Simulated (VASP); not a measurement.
# Si (Fd-3m) in VASP: single point with LDA

Aim: the single point of Si with LDA.

Everything below comes from runs of VASP 6.6.1. Logs are shortened: lines on timing, memory, paths and dates and some standing lists are left out, and cuts for length are marked.

### 1 The cell of the first run

Symmetry: Fd-3m, No. 227, cubic system. The conventional cell has a = 5.402 Å, b = 5.402 Å, c = 5.402 Å, α = 90.00°, β = 90.00°, γ = 90.00°. Within 3.1 Å of Si (site symmetry -43m) lie 4 Si at 2.34 Å.

### 2 Single point, LDA, non-collinear spin, zero start, spin-orbit coupling

Contents of POSCAR:

```
Si
1.0
    0.0000000000      2.7009711365      2.7009711365
    2.7009711365      0.0000000000      2.7009711365
    2.7009711365      2.7009711365      0.0000000000
Si
2
Direct
    0.7500000000      0.7500000000      0.7500000000
    0.5000000000      0.5000000000      0.5000000000
```

Contents of INCAR.step1:

```
PREC = Accurate
ENCUT = 400
EDIFF = 1E-6
ISMEAR = 0
SIGMA = 0.1
LREAL = False
LASPH = True
NELM = 200
ALGO = Normal
ISIF = 2
LWAVE = False
LCHARG = True
MAGMOM = 0 0 0 0 0 0
LSORBIT = True
GGA_COMPAT = False
LORBMOM = True
GGA = CA
NBANDS = 20
NEDOS = 2001
LORBIT = 11
```

Contents of KPOINTS.step1:

```
Automatic mesh
0
Gamma
  14 14 14
```

Contents of INCAR.step2:

```
PREC = Accurate
ENCUT = 400
EDIFF = 1E-6
ISMEAR = -5
SIGMA = 0.1
LREAL = False
LASPH = True
NELM = 200
ALGO = Normal
ISIF = 2
LWAVE = False
LCHARG = False
MAGMOM = 0 0 0 0 0 0
LORBIT = 11
LSORBIT = True
GGA_COMPAT = False
LORBMOM = True
GGA = CA
NBANDS = 20
NEDOS = 1001
ICHARG = 11
```

Contents of KPOINTS.step2:

```
Automatic mesh
0
Gamma
  21 21 21
```

Potentials or basis: VASP PAW LDA potentials, release 64 (Si).

On the command line:

```console
> cat potpaw_LDA.64/Si/POTCAR > POTCAR
> cp INCAR.step1 INCAR
> cp KPOINTS.step1 KPOINTS
> mpirun -np 1 vasp_ncl > vasp.out
> cp INCAR.step2 INCAR
> cp KPOINTS.step2 KPOINTS
> mpirun -np 1 vasp_ncl > vasp.out
```

OUTCAR:

```text
PREC = Accurate
   ENCUT = 400
   EDIFF = 1E-6
   ISMEAR = -5
   LREAL = False
   LASPH = True
   NELM = 200
   ISIF = 2
   LORBIT = 11
   LSORBIT = True
   GGA = CA
   ICHARG = 11

 ion  position               nearest neighbor table
   1  0.750  0.750  0.750-   2 2.34   2 2.34   2 2.34   2 2.34
   2  0.500  0.500  0.500-   1 2.34   1 2.34   1 2.34   1 2.34

  LATTYP: Found a face centered cubic cell.
 ALAT       =     5.4019422730

  Lattice vectors:

 A1 = (   0.0000000000,   2.7009711365,   2.7009711365)
 A2 = (   2.7009711365,   0.0000000000,   2.7009711365)
 A3 = (   2.7009711365,   2.7009711365,   0.0000000000)

Analysis of symmetry for initial positions (statically):
=====================================================================
 Subroutine PRICEL returns:
 Original cell was already a primitive cell.

 Routine SETGRP: Setting up the symmetry group for a
 face centered cubic supercell.

 Subroutine GETGRP returns: Found 48 space group operations
 (whereof 24 operations were pure point group operations)
 out of a pool of 48 trial point group operations.

The static configuration has the point symmetry T_d .
 The point group associated with its full space group is O_h .

Analysis of symmetry for dynamics (positions and initial velocities):
=====================================================================
 Subroutine PRICEL returns:
 Original cell was already a primitive cell.

 Routine SETGRP: Setting up the symmetry group for a
 face centered cubic supercell.

 Subroutine GETGRP returns: Found 48 space group operations
 (whereof 24 operations were pure point group operations)
 out of a pool of 48 trial point group operations.

The dynamic configuration has the point symmetry T_d .
 The point group associated with its full space group is O_h .

Analysis of structural, dynamic, and magnetic symmetry:
=====================================================================
 Subroutine PRICEL returns:
 Original cell was already a primitive cell.

 Routine SETGRP: Setting up the symmetry group for a
 face centered cubic supercell.

 Subroutine GETGRP returns: Found 48 space group operations
 (whereof 24 operations were pure point group operations)
 out of a pool of 48 trial point group operations.

The overall configuration has the point symmetry T_d .
 The point group associated with its full space group is O_h .

 Subroutine INISYM returns: Found 48 space group operations
 (whereof 24 operations are pure point group operations),
 and found     1 'primitive' translations

----------------------------------------------------------------------------------------

                                     Primitive cell

  volume of cell :      39.4085

  direct lattice vectors                    reciprocal lattice vectors
     0.000000000  2.700971137  2.700971137    -0.185118602  0.185118602  0.185118602
     2.700971137  0.000000000  2.700971137     0.185118602 -0.185118602  0.185118602
     2.700971137  2.700971137  0.000000000     0.185118602  0.185118602 -0.185118602

  length of vectors
     3.819750013  3.819750013  3.819750013     0.320634824  0.320634824  0.320634824

  position of ions in fractional coordinates (direct lattice)
     0.750000000  0.750000000  0.750000000
     0.500000000  0.500000000  0.500000000

  ion indices of the primitive-cell ions
   primitive index   ion index
                 1           1
                 2           2

----------------------------------------------------------------------------------------

 KPOINTS: Automatic mesh

Automatic generation of k-mesh.
 Grid dimensions read from file:
 generate k-points for:   21   21   21

 Generating k-lattice:

  Cartesian coordinates                     Fractional coordinates (reciprocal lattice)
    -0.008815172  0.008815172  0.008815172     0.047619048  0.000000000  0.000000000
     0.008815172 -0.008815172  0.008815172     0.000000000  0.047619048  0.000000000
     0.008815172  0.008815172 -0.008815172     0.000000000  0.000000000  0.047619048

  Length of vectors
     0.015268325  0.015268325  0.015268325

  Shift w.r.t. Gamma in fractional coordinates (k-lattice)
     0.000000000  0.000000000  0.000000000

 TETIRR: Found   1276 inequivalent tetrahedra from    55566

 Subroutine IBZKPT returns following result:
 ===========================================

 Found    286 irreducible k-points:

[... 44 lines left out ...]
   NELM   =    200;   NELMIN=  2; NELMDL=  0     # of ELM steps
   EDIFF  = 0.1E-05   stopping-criterion for ELM
   LREAL  =      F    real-space projection
   EDIFFG = 0.1E-04   stopping-criterion for IOM
   NSW    =      0    number of steps for IOM
   IBRION =     -1    ionic relax: 0-MD 1-quasi-New 2-CG
   NFREE  =      0    steps in history (QN), initial steepest desc. (CG)
   ISIF   =      2    stress and relaxation
   ISYM   =      2    0-nonsym 1-usesym 2-fastsym
   POTIM  = 0.5000    time-step for ionic-motion
   TEBEG  =    0.0;   TEEND  =   0.0 temperature during run
   PSTRESS=    0.0 pullay stress
   NELECT =       8.0000    total number of electrons
   NUPDOWN=      -1.0000    fix difference up-down
   EMIN   =  10.00;   EMAX   =-10.00  energy-range for DOS
   EFERMI =   0.00;   METHOD = LEGACY
   ISMEAR =    -5;   SIGMA  =   0.10  broadening in eV -4-tet -1-fermi 0-gaus
   EFERMI_NEDOS =   21; number of points for ismear=-14 and -15
   IALGO  =     38    algorithm
   IMIX   =      4    mixing-type and parameters
     AMIX     =   0.40;   BMIX     =  1.00
     AMIX_MAG =   1.60;   BMIX_MAG =  1.00
  volume/ion in A,a.u.               =      19.70       132.97
  Fermi-wavevector in a.u.,A,eV,Ry     =   0.962147  1.818195 12.595285  0.925727
  Thomas-Fermi vector in A             =   2.091581
   LORBIT       =     11    0 simple, 1 ext, 2 COOP (PROOUT), +10 PAW based schemes
   GGA     = CA    functional components
   LHFCALC =     F    Hartree Fock is set to
   AEXX    =    0.0000 exact exchange contribution
   IVDW    =     0    specifies the selected vdW correction
   LEPSILON=     F    determine dielectric tensor
   LRPA    =     F    only Hartree local field effects (RPA)
 Fermi weights with tetrahedron method with Bloechl corrections
  energy-cutoff  :      400.00
  volume of cell :       39.41
 maximum number of plane-waves:      1456
 NGX is ok and might be reduce to    28

 number of electron       8.0000001 magnetization       0.0000000     -0.0000000      0.0000000

 Free energy of the ion-electron system (eV)
  ---------------------------------------------------
  ext. energy  EPLUGINS =         0.00000000
  ---------------------------------------------------
  free energy    TOTEN  =       -11.91981938 eV

  energy without entropy =      -11.91981938  energy(sigma->0) =      -11.91981938

 E-fermi :   5.9721     XC(G=0):  -9.6658

 val. band max:        5.9500043188   @ k =   0.0000   0.0000   0.0000
 cond. band min:       6.3754119812   @ k =   0.4286   0.4286   0.0000
 fundamental gap:      0.4254076624
 Fermi energy:         5.9721046052

 k-point     1 :       0.0000    0.0000    0.0000
  band No.  band energies     occupation
      1      -6.1333      1.00000
      2      -6.1333      1.00000
      3       5.9000      1.00000
      4       5.9000      1.00000
      5       5.9500      1.00000
      6       5.9500      1.00000
[... 541 lines left out ...]
     19      15.0432      0.00000
     20      15.0432      0.00000

 [... further k-points ...]

------------------------ aborting loop because EDIFF is reached ----------------------------------------

  FORCE on cell =-STRESS in cart. coord.  units (eV):
  Direction    XX          YY          ZZ          XY          YZ          ZX
  --------------------------------------------------------------------------------------
  -------------------------------------------------------------------------------------
  Total        0.0101345      0.0101345      0.0101345      0.0000000     -0.0000000      0.0000000
  in kB        0.4120227      0.4120227      0.4120227      0.0000000     -0.0000000      0.0000000
  external PRESSURE =       0.4120227 kB  Pullay stress =       0.0000000 kB

 VOLUME and BASIS-vectors are now :
 -----------------------------------------------------------------------------
  energy-cutoff  :      400.00
  volume of cell :       39.41
      direct lattice vectors                 reciprocal lattice vectors
     0.000000000  2.700971137  2.700971137    -0.185118602  0.185118602  0.185118602
     2.700971137  0.000000000  2.700971137     0.185118602 -0.185118602  0.185118602
     2.700971137  2.700971137  0.000000000     0.185118602  0.185118602 -0.185118602

 POSITION                                       TOTAL-FORCE (eV/Angst)
 -----------------------------------------------------------------------------------
      4.05146      4.05146      4.05146        -0.000000     -0.000000     -0.000000
      2.70097      2.70097      2.70097         0.000000      0.000000      0.000000
 -----------------------------------------------------------------------------------
    total drift:                               -0.000000     -0.000000     -0.000000

  FREE ENERGIE OF THE ION-ELECTRON SYSTEM (eV)
  ---------------------------------------------------
  free  energy   TOTEN  =       -11.9198193778 eV

  energy  without entropy=      -11.9198193778  energy(sigma->0) =      -11.91981938

 orbital moment (x)

 # of ion     p       tot
 --------------------------------
  1        -0.000  -0.000
  2        -0.000  -0.000
 --------------------------------
           -0.000  -0.000

 orbital moment (y)

 # of ion     p       tot
 --------------------------------
  1        -0.000  -0.000
  2        -0.000  -0.000
 --------------------------------
           -0.000  -0.000

 orbital moment (z)

 # of ion     p       tot
 --------------------------------
  1        -0.000  -0.000
  2         0.000   0.000
 --------------------------------
           -0.000  -0.000

 Spin-Orbit-Coupling matrix elements

 Ion:    1  E_soc:     -0.0003479
 l=   1
     0.0000000    -0.0000580    -0.0000580
    -0.0000580     0.0000000    -0.0000580
    -0.0000580    -0.0000580     0.0000000
 l=   2
     0.0000000     0.0000000     0.0000000     0.0000000     0.0000000
     0.0000000     0.0000000     0.0000000     0.0000000     0.0000000
     0.0000000     0.0000000     0.0000000     0.0000000     0.0000000
     0.0000000     0.0000000     0.0000000     0.0000000     0.0000000
     0.0000000     0.0000000     0.0000000     0.0000000     0.0000000
 l=   3
     0.0000000     0.0000000     0.0000000     0.0000000     0.0000000     0.0000000     0.0000000
     0.0000000     0.0000000     0.0000000     0.0000000     0.0000000     0.0000000     0.0000000
     0.0000000     0.0000000     0.0000000     0.0000000     0.0000000     0.0000000     0.0000000
     0.0000000     0.0000000     0.0000000     0.0000000     0.0000000     0.0000000     0.0000000
     0.0000000     0.0000000     0.0000000     0.0000000     0.0000000     0.0000000     0.0000000
     0.0000000     0.0000000     0.0000000     0.0000000     0.0000000     0.0000000     0.0000000
     0.0000000     0.0000000     0.0000000     0.0000000     0.0000000     0.0000000     0.0000000

 Ion:    2  E_soc:     -0.0003479
 l=   1
     0.0000000    -0.0000580    -0.0000580
    -0.0000580     0.0000000    -0.0000580
    -0.0000580    -0.0000580     0.0000000
 l=   2
     0.0000000     0.0000000     0.0000000     0.0000000     0.0000000
     0.0000000     0.0000000     0.0000000     0.0000000     0.0000000
     0.0000000     0.0000000     0.0000000     0.0000000     0.0000000
     0.0000000     0.0000000     0.0000000     0.0000000     0.0000000
     0.0000000     0.0000000     0.0000000     0.0000000     0.0000000
 l=   3
     0.0000000     0.0000000     0.0000000     0.0000000     0.0000000     0.0000000     0.0000000
     0.0000000     0.0000000     0.0000000     0.0000000     0.0000000     0.0000000     0.0000000
     0.0000000     0.0000000     0.0000000     0.0000000     0.0000000     0.0000000     0.0000000
     0.0000000     0.0000000     0.0000000     0.0000000     0.0000000     0.0000000     0.0000000
     0.0000000     0.0000000     0.0000000     0.0000000     0.0000000     0.0000000     0.0000000
     0.0000000     0.0000000     0.0000000     0.0000000     0.0000000     0.0000000     0.0000000
     0.0000000     0.0000000     0.0000000     0.0000000     0.0000000     0.0000000     0.0000000

 total charge

# of ion       s       p       d       tot
------------------------------------------
    1        0.759   0.957   0.000   1.716
    2        0.759   0.957   0.000   1.716
--------------------------------------------------
tot          1.518   1.914   0.000   3.432

 magnetization (x)

# of ion       s       p       d       tot
------------------------------------------
    1        0.000   0.000   0.000   0.000
    2        0.000   0.000   0.000   0.000
--------------------------------------------------
tot          0.000   0.000   0.000   0.000

 magnetization (y)

# of ion       s       p       d       tot
------------------------------------------
    1       -0.000  -0.000   0.000  -0.000
    2       -0.000  -0.000   0.000  -0.000
--------------------------------------------------
tot         -0.000  -0.000   0.000  -0.000

 magnetization (z)

# of ion       s       p       d       tot
------------------------------------------
    1       -0.000  -0.000   0.000  -0.000
    2       -0.000   0.000   0.000   0.000
--------------------------------------------------
tot         -0.000   0.000   0.000  -0.000
```

It took 2.8 min on 1 thread of Oxide Virtual Turin-like, shared host; peak memory 0.29 GiB.

Results:

```
Net moment                                            : 0.00 μB per cell
Valence electrons inside the program's atomic spheres : Si 1.72
```

Moments on the atoms (μB; x, y, z):
```
Si  0.00 0.00 0.00
Si  0.00 0.00 0.00
```
